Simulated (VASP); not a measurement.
Wanted: the native input for a VASP 6.6.1 run.

```yaml
Task: single point
Functional: PBEsol
Potentials_or_basis: VASP PAW PBE potentials, release 64 (Te, Pt)
Cutoff: 520 eV
k_mesh: 12 × 12 × 12
Occupations: gaussian, width 0.1 eV
Spin: no spin polarisation
Dipole_correction: no
Further_INCAR_settings: ALGO = Normal; EDIFF = 1e-06; NBANDS = 24
```

The structure of TePt lies in POSCAR:

```
TePt
1.0
    1.9684670742      1.1364949952      6.4503813402
   -1.9684670742      1.1364949952      6.4503813402
    0.0000000000     -2.2729899903      6.4503813402
Te Pt
2 2
Direct
    0.6008307168      0.6008307168      0.6008307168
    0.3991692832      0.3991692832      0.3991692832
    0.8705360921      0.8705360921      0.8705360921
    0.1294639079      0.1294639079      0.1294639079
```

The input as run:

INCAR

```
SYSTEM = TePt
PREC = Accurate ; ENCUT = 520
EDIFF = 1E-6 ; ISMEAR = 0
SIGMA = 0.1 ; LREAL = .FALSE.
LASPH = .TRUE. ; NELM = 100
ALGO = Normal ; ISIF = 2
LWAVE = .FALSE. ; LCHARG = .TRUE.
GGA = PS ; LELF = .TRUE.
LVHAR = .TRUE. ; NBANDS = 24
```

KPOINTS

```
regular mesh
0
G
  12 12 12
  0 0 0
```

Potentials or basis: VASP PAW PBE potentials, release 64 (Te, Pt).

Run with:

```bash
$ cat potpaw_PBE.64/Te/POTCAR potpaw_PBE.64/Pt/POTCAR > POTCAR
$ mpirun -np 1 vasp_std > vasp.out
```

It gave:

```
Pressure               : 2.8 GPa
Largest force          : 0.009 eV/Å
Band gap on the k mesh : zero (bands 16 and 17 overlap by 2.73 eV)
```

Caveat: the PAW data sets were made with another functional, which shifts forces and pressure a little; spin-orbit coupling is left out, which moves the levels of the heavy elements.

Run time: 35 min on 1 thread of Intel Xeon 8259CL (shared host), peak memory 0.64 GiB.
